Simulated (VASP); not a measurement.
A run of VASP 6.6.1 is set up as follows.

INCAR

```
SYSTEM = Fe
PREC = Accurate ; ENCUT = 520
EDIFF = 1E-6 ; ISMEAR = -1
SIGMA = 0.08 ; LREAL = .False.
LASPH = .True. ; NELM = 150
ALGO = Normal ; ISIF = 2
LWAVE = .False. ; LCHARG = .True.
ISPIN = 2 ; MAGMOM = 3 3 3 3
LORBIT = 11 ; LMAXMIX = 4
GGA = PE ; LELF = .True.
LVHAR = .True. ; NBANDS = 28
```

File KPOINTS:

```
Automatic mesh
0
Gamma
  5 5 9
  0 0 0
```

File POSCAR:

```
Fe
1.0
   -2.8860000000      2.8860000000      2.8860000000
    2.8860000000     -2.8860000000      2.8860000000
    1.4430000000      1.4430000000     -1.4430000000
Fe
4
Direct
   -0.0079480249     -0.0093161816      0.0054750520
   -0.0045339570      0.5000890506      0.0032252252
    0.5028293486      0.0126871102      0.0093011088
    0.5096528067      0.4965401940     -0.0180013860
```

Potentials or basis: VASP PAW PBE potentials, release 64 (Fe).

Launch:

```console
$ cat potpaw_PBE.64/Fe/POTCAR > POTCAR
$ mpirun -np 1 vasp_std > vasp.out
```

Task: Estimate the largest force.

Result: 0.852 eV/Å.

Task: Estimate the pressure.

Result: -8.8 GPa.

Task: Predict the net moment.

Result: 9.02 μB per cell.

Forces in eV/Å, atoms in the order of the input:
```
Fe   0.114 -0.099  0.461
Fe  -0.281  0.430  0.304
Fe  -0.464  0.120 -0.412
Fe   0.631 -0.451 -0.352
```

Caveat: the cell stands under tension.
